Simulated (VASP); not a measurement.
Runs of VASP 6.6.1 on CuO. The structure is that of space group Pm-3m (No. 221), or close to it. The cells are those of the table. 

```csv
task,level,potentials or basis,U,cell,cutoff (eV),gap on the mesh (eV),pressure (GPa),relaxed volume (Å³/atom)
relaxation of cell and atoms,PBE+D3(BJ),"VASP PAW PBE potentials, release 64 (Cu, O)",-,"relaxed from a = 2.553 Å, 2 atoms",600,none,0.1,(a)
single point,PBE+U,"VASP PAW PBE potentials, release 64 (Cu_sv_GW, O)",Cu d U = 6.0 eV,"a = 2.662 Å, 2 atoms",820,none,-5.5,-
relaxation of cell and atoms,PBE,"VASP PAW PBE potentials, release 64 (Cu, O)",-,"relaxed from a = 2.553 Å, 2 atoms",600,none,0.0,9.16
relaxation of cell and atoms,PBE+U,"VASP PAW PBE potentials, release 64 (Cu, O)",Cu d U = 2.0 eV,"relaxed from a = 2.553 Å, 2 atoms",600,none,0.1,(b)
relaxation of cell and atoms,PBE+U,"VASP PAW PBE potentials, release 64 (Cu, O)",Cu d U = 1.0 eV,"relaxed from a = 2.553 Å, 2 atoms",600,none,0.1,9.13
```

Alike in all rows: no spin polarisation; k mesh 10 × 10 × 10; smearing fermi-dirac 0.05 eV.

Question: Fill in the values left out.

Answer: (a) 8.87; (b) 9.10.

Caveats: an odd number of electrons without spin polarisation forces a metal; a magnetic or distorted state may lie lower; U without spin polarisation on a metal has little footing (at least some runs); semilocal functionals often make such compounds metallic where correlation or magnetic order opens a gap, which also shifts bond lengths (at least some runs); the cell stands under tension (at least some runs).

A gap of «none» marks levels without a gap at the run's occupations.

The runs don't all hold the same shells in valence.
